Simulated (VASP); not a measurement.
# Zn2Cd3S5 (P1) in VASP: single point with PBE

Aim: the single point of Zn2Cd3S5 with PBE.

All numbers are computed with VASP 6.6.1; they aren't measurements. Logs are shortened: lines on timing, memory, paths and dates and some standing lists are left out, and cuts for length are marked.

### Step 1. The cell of the first run

The typed cell holds 10 atoms: a = 4.042 Å, b = 4.044 Å, c = 14.694 Å, α = 97.92°, β = 97.90°, γ = 89.97°.

### Step 2. Single point, PBE

INCAR

```
PREC     = Accurate       # precision mode
ENCUT    = 520            # plane-wave cutoff, eV
EDIFF    = 1E-6           # SCF threshold, eV
ISMEAR   = 0              # smearing method
SIGMA    = 0.1            # smearing width, eV
LREAL    = False          # projectors in reciprocal space
LASPH    = True           # aspherical terms in the spheres
NELM     = 80             # most SCF steps
ALGO     = Normal         # electronic algorithm
ISIF     = 2              # what is computed and relaxed
LWAVE    = False          # write WAVECAR
LCHARG   = False          # write CHGCAR
GGA      = PE             # functional
NBANDS   = 56             # bands
```

KPOINTS

```
regular mesh
0
Gamma
  4 4 4
```

POSCAR

```
Zn2Cd3S5
1.0
    0.0010242371     -4.0419925598      0.0007545173
    4.0440528227     -0.0009768441     -0.0003350544
   -2.0229516740      2.0204849822     14.4126452455
Zn Cd S
2 3 5
Direct
    0.6514378979      0.1529081702      0.3037906249
    0.8488432324      0.3466916675      0.6961733431
    0.4462534821      0.9455685400      0.8923684157
    0.0532500834      0.5541748586      0.1075969288
    0.2503571733      0.7506528736      0.4999863196
    0.8043420960      0.8029473935      0.6080577621
    0.3926987920      0.3914949542      0.7843512958
   -0.0000104425      0.0002918950      0.0000196384
    0.6072616658      0.6087166912      0.2156862372
    0.1955660198      0.1965529564      0.3919694345
```

Potentials or basis: VASP PAW PBE potentials, release 64 (Zn, Cd, S).

The run is started by

```console
$ cat potpaw_PBE.64/Zn/POTCAR potpaw_PBE.64/Cd/POTCAR potpaw_PBE.64/S/POTCAR > POTCAR
$ mpirun -np 1 vasp_std > vasp.out
```

OUTCAR:

```text
PREC = Accurate
   ENCUT = 520
   EDIFF = 1E-6
   ISMEAR = 0
   LREAL = False
   LASPH = True
   NELM = 80
   ISIF = 2
   GGA = PE

 ion  position               nearest neighbor table
   1  0.651  0.153  0.304-  10 2.39   9 2.39  10 2.39   9 2.39
   2  0.849  0.347  0.696-   6 2.39   7 2.39   7 2.39   6 2.39
   3  0.446  0.946  0.892-   8 2.55   8 2.55   7 2.55   7 2.55
   4  0.053  0.554  0.108-   8 2.55   8 2.55   9 2.55   9 2.55
   5  0.250  0.751  0.500-   6 2.55   6 2.55  10 2.55  10 2.55
   6  0.804  0.803  0.608-   2 2.39   2 2.39   5 2.55   5 2.55
   7  0.393  0.391  0.784-   2 2.39   2 2.39   3 2.55   3 2.55
   8  1.000  0.000  0.000-   3 2.55   4 2.55   3 2.55   4 2.55
   9  0.607  0.609  0.216-   1 2.39   1 2.39   4 2.55   4 2.55
  10  0.196  0.197  0.392-   1 2.39   1 2.39   5 2.55   5 2.55

  LATTYP: Found a triclinic cell.
 ALAT       =     4.0419927600
 B/A-ratio  =     1.4142239151
 C/A-ratio  =     3.6353543517
 COS(alpha) =     0.0001557781
 COS(beta)  =     0.1378574067
 COS(gamma) =     0.7067514576

  Lattice vectors:

 A1 = (  -0.0010242371,   4.0419925598,  -0.0007545173)
 A2 = (   4.0430285856,   4.0410157157,  -0.0010895717)
 A3 = (  -2.0221253858,   2.0224844217, -14.4130647084)

Analysis of symmetry for initial positions (statically):
=====================================================================
 Subroutine PRICEL returns:
 Original cell was already a primitive cell.

 Routine SETGRP: Setting up the symmetry group for a
 triclinic supercell.

 Subroutine GETGRP returns: Found  1 space group operations
 (whereof  1 operations were pure point group operations)
 out of a pool of  2 trial point group operations.

The static configuration has the point symmetry C_1 .

Analysis of symmetry for dynamics (positions and initial velocities):
=====================================================================
 Subroutine PRICEL returns:
 Original cell was already a primitive cell.

 Routine SETGRP: Setting up the symmetry group for a
 triclinic supercell.

 Subroutine GETGRP returns: Found  1 space group operations
 (whereof  1 operations were pure point group operations)
 out of a pool of  2 trial point group operations.

The dynamic configuration has the point symmetry C_1 .

 Subroutine INISYM returns: Found  1 space group operations
 (whereof  1 operations are pure point group operations),
 and found     1 'primitive' translations

----------------------------------------------------------------------------------------

                                     Primitive cell

  volume of cell :     235.5930

  direct lattice vectors                    reciprocal lattice vectors
     0.001024237 -4.041992560  0.000754517    -0.000056886 -0.247396273  0.034674091
     4.044052823 -0.000976844 -0.000335054     0.247279582  0.000069138  0.034698346
    -2.022951674  2.020484982 14.412645246     0.000005752  0.000012953  0.069382507

  length of vectors
     4.041992760  4.044052955 14.693503191     0.249814355  0.249702166  0.069382509

  position of ions in fractional coordinates (direct lattice)
     0.651437898  0.152908170  0.303790625
     0.848843232  0.346691667  0.696173343
     0.446253482  0.945568540  0.892368416
     0.053250083  0.554174859  0.107596929
     0.250357173  0.750652874  0.499986320
     0.804342096  0.802947393  0.608057762
     0.392698792  0.391494954  0.784351296
     0.999989558  0.000291895  0.000019638
     0.607261666  0.608716691  0.215686237
     0.195566020  0.196552956  0.391969434

  ion indices of the primitive-cell ions
   primitive index   ion index
                 1           1
                 2           2
                 3           3
                 4           4
                 5           5
                 6           6
                 7           7
                 8           8
                 9           9
                10          10

----------------------------------------------------------------------------------------

 KPOINTS: regular mesh

Automatic generation of k-mesh.
 Grid dimensions read from file:
 generate k-points for:    4    4    4

 Generating k-lattice:

  Cartesian coordinates                     Fractional coordinates (reciprocal lattice)
    -0.000014221 -0.061849068  0.008668523     0.250000000 -0.000000000  0.000000000
     0.061819896  0.000017284  0.008674587    -0.000000000  0.250000000  0.000000000
     0.000001438  0.000003238  0.017345627     0.000000000 -0.000000000  0.250000000

  Length of vectors
     0.062453589  0.062425542  0.017345627

  Shift w.r.t. Gamma in fractional coordinates (k-lattice)
     0.000000000  0.000000000  0.000000000

 Subroutine IBZKPT returns following result:
 ===========================================

 Found     36 irreducible k-points:

 Following reciprocal coordinates:
            Coordinates               Weight
  0.000000  0.000000  0.000000      1.000000
  0.250000  0.000000  0.000000      2.000000
  0.500000  0.000000  0.000000      1.000000
  0.000000  0.250000  0.000000      2.000000
  0.250000  0.250000  0.000000      2.000000
  0.500000  0.250000  0.000000      2.000000
[... 16 lines left out ...]
 -0.000000 -0.250000  0.250000      2.000000
  0.250000 -0.250000  0.250000      2.000000
 [... further k-points ...]
   k-points           NKPTS =     36   k-points in BZ     NKDIM =     36   number of bands    NBANDS=     56
   number of dos      NEDOS =    301   number of ions     NIONS =     10
   total plane-waves  NPLWV = 100800
   dimension x,y,z NGX =    30 NGY =   30 NGZ =  112
   dimension x,y,z NGXF=    60 NGYF=   60 NGZF=  224
   ions per type =               2   3   5
   NGX,Y,Z   is equivalent  to a cutoff of  12.34, 12.33, 12.67 a.u.
   NGXF,Y,Z  is equivalent  to a cutoff of  24.68, 24.67, 25.34 a.u.
 SYSTEM =  unknown system
   PREC   = accura    normal or accurate (medium, high low for compatibility)
   ISTART =      0    job   : 0-new  1-cont  2-samecut
   ICHARG =      2    charge: 1-file 2-atom 10-const
   ISPIN  =      1    spin polarized calculation?
   LNONCOLLINEAR =      F non collinear calculations
   LSORBIT =      F    spin-orbit coupling
   LASPH  =      T    aspherical Exc in radial PAW
   ENCUT  =  520.0 eV  38.22 Ry    6.18 a.u.   7.52  7.52 27.32*2*pi/ulx,y,z
   NELM   =     80;   NELMIN=  2; NELMDL= -5     # of ELM steps
   EDIFF  = 0.1E-05   stopping-criterion for ELM
   LREAL  =      F    real-space projection
   EDIFFG = 0.1E-04   stopping-criterion for IOM
   NSW    =      0    number of steps for IOM
   IBRION =     -1    ionic relax: 0-MD 1-quasi-New 2-CG
   NFREE  =      0    steps in history (QN), initial steepest desc. (CG)
   ISIF   =      2    stress and relaxation
   ISYM   =      2    0-nonsym 1-usesym 2-fastsym
   POTIM  = 0.5000    time-step for ionic-motion
   TEBEG  =    0.0;   TEEND  =   0.0 temperature during run
   PSTRESS=    0.0 pullay stress
   NELECT =      90.0000    total number of electrons
   NUPDOWN=      -1.0000    fix difference up-down
   EMIN   =  10.00;   EMAX   =-10.00  energy-range for DOS
   EFERMI =   0.00;   METHOD = LEGACY
   ISMEAR =     0;   SIGMA  =   0.10  broadening in eV -4-tet -1-fermi 0-gaus
   EFERMI_NEDOS =   21; number of points for ismear=-14 and -15
   IALGO  =     38    algorithm
   IMIX   =      4    mixing-type and parameters
     AMIX     =   0.40;   BMIX     =  1.00
     AMIX_MAG =   1.60;   BMIX_MAG =  1.00
  volume/ion in A,a.u.               =      23.56       158.99
  Fermi-wavevector in a.u.,A,eV,Ry     =   1.187868  2.244745 19.198238  1.411031
  Thomas-Fermi vector in A             =   2.324010
   LORBIT       =      0    0 simple, 1 ext, 2 COOP (PROOUT), +10 PAW based schemes
   GGA     = PE    functional components
   LHFCALC =     F    Hartree Fock is set to
   AEXX    =    0.0000 exact exchange contribution
   IVDW    =     0    specifies the selected vdW correction
   LEPSILON=     F    determine dielectric tensor
   LRPA    =     F    only Hartree local field effects (RPA)
 non-spin polarized calculation
 Gauss-broadening in eV      SIGMA  =   0.10
  energy-cutoff  :      520.00
  volume of cell :      235.59
 maximum number of plane-waves:      6405
   NGX = 15   NGY = 15   NGZ = 55

 number of electron      90.0000009 magnetization

 Free energy of the ion-electron system (eV)
  ---------------------------------------------------
  ext. energy  EPLUGINS =         0.00000000
  ---------------------------------------------------
  free energy    TOTEN  =       -31.92253344 eV

  energy without entropy =      -31.92253344  energy(sigma->0) =      -31.92253344

 E-fermi :   1.7894     XC(G=0):  -9.1678

 val. band max:        1.3339633459   @ k =   0.0000   0.0000   0.0000
 cond. band min:       2.6177084257   @ k =   0.0000   0.0000   0.0000
 fundamental gap:      1.2837450798
 Fermi energy:         1.7894033045

 k-point     1 :       0.0000    0.0000    0.0000
  band No.  band energies     occupation
      1     -11.1542      2.00000
      2     -11.0050      2.00000
      3     -10.7300      2.00000
      4     -10.4257      2.00000
      5     -10.3849      2.00000
      6      -6.2975      2.00000
[... 48 lines left out ...]
     55       7.8447      0.00000
     56       7.8488      0.00000

 k-point     2 :       0.2500    0.0000    0.0000
  band No.  band energies     occupation
      1     -10.9497      2.00000
      2     -10.8480      2.00000
      3     -10.6240      2.00000
      4     -10.4326      2.00000
      5     -10.3848      2.00000
      6      -6.2497      2.00000
[... 48 lines left out ...]
     55       7.7903      0.00000
     56       8.0947      0.00000
[... 1237 lines left out ...]
     55       7.7888      0.00000
     56       8.0945      0.00000

 k-point    24 :       0.2500   -0.2500    0.2500
  band No.  band energies     occupation
      1     -10.7709      2.00000
      2     -10.7093      2.00000
      3     -10.5263      2.00000
      4     -10.4167      2.00000
      5     -10.3609      2.00000
      6      -6.2036      2.00000
[... 48 lines left out ...]
     55       7.5328      0.00000
     56       8.0252      0.00000

 [... further k-points ...]

------------------------ aborting loop because EDIFF is reached ----------------------------------------

  FORCE on cell =-STRESS in cart. coord.  units (eV):
  Direction    XX          YY          ZZ          XY          YZ          ZX
  --------------------------------------------------------------------------------------
  -------------------------------------------------------------------------------------
  Total        0.3259323      0.3769875      0.3951666      0.0091384      0.0138418      0.0067572
  in kB        2.2165407      2.5637473      2.6873761      0.0621468      0.0941329      0.0459534
  external PRESSURE =       2.4892214 kB  Pullay stress =       0.0000000 kB

 VOLUME and BASIS-vectors are now :
 -----------------------------------------------------------------------------
  energy-cutoff  :      520.00
  volume of cell :      235.59
      direct lattice vectors                 reciprocal lattice vectors
     0.001024237 -4.041992560  0.000754517    -0.000056886 -0.247396273  0.034674091
     4.044052823 -0.000976844 -0.000335054     0.247279582  0.000069138  0.034698346
    -2.022951674  2.020484982 14.412645246     0.000005752  0.000012953  0.069382507

 POSITION                                       TOTAL-FORCE (eV/Angst)
 -----------------------------------------------------------------------------------
      0.00448     -2.01945      4.37887        -0.003230      0.000171      0.000494
     -0.00542     -2.02475     10.03422         0.006059      0.002180      0.000242
      2.01917     -0.00166     12.86141         0.000065     -0.000486     -0.001933
      2.02350      0.00162      1.55061        -0.000093     -0.000846      0.001251
      2.02449     -0.00246      7.20606        -0.001726     -0.000026     -0.001476
      2.01791     -2.02336      8.76406         0.001754      0.000788      0.026649
     -0.00308     -0.00290     11.30474         0.001007      0.000159     -0.028123
      0.00216     -4.04191      0.00104        -0.001022      0.000500      0.000219
      2.02598     -2.01935      3.10886        -0.002068     -0.001881      0.027922
      0.00214      0.00130      5.64940        -0.000744     -0.000558     -0.025244
 -----------------------------------------------------------------------------------
    total drift:                                0.000195      0.000181      0.000036

  FREE ENERGIE OF THE ION-ELECTRON SYSTEM (eV)
  ---------------------------------------------------
  free  energy   TOTEN  =       -31.9225334370 eV

  energy  without entropy=      -31.9225334370  energy(sigma->0) =      -31.92253344
```

It took 4.6 min on 1 thread of Intel Xeon 6975P-C (Granite Rapids), shared host; peak memory 0.54 GiB.

What came out:

| Property | Result |
| --- | --- |
| Free energy | -31.9225 eV |
| Pressure | 0.2 GPa |
| Largest force | 0.028 eV/Å |
| Band gap on the k mesh | 1.28 eV |

Forces in eV/Å, atoms in the order of the input:
```
Zn  -0.003  0.000  0.000
Zn   0.006  0.002  0.000
Cd   0.000  0.000 -0.002
Cd   0.000 -0.001  0.001
Cd  -0.002  0.000 -0.001
S    0.002  0.001  0.027
S    0.001  0.000 -0.028
S   -0.001  0.001  0.000
S   -0.002 -0.002  0.028
S   -0.001 -0.001 -0.025
```
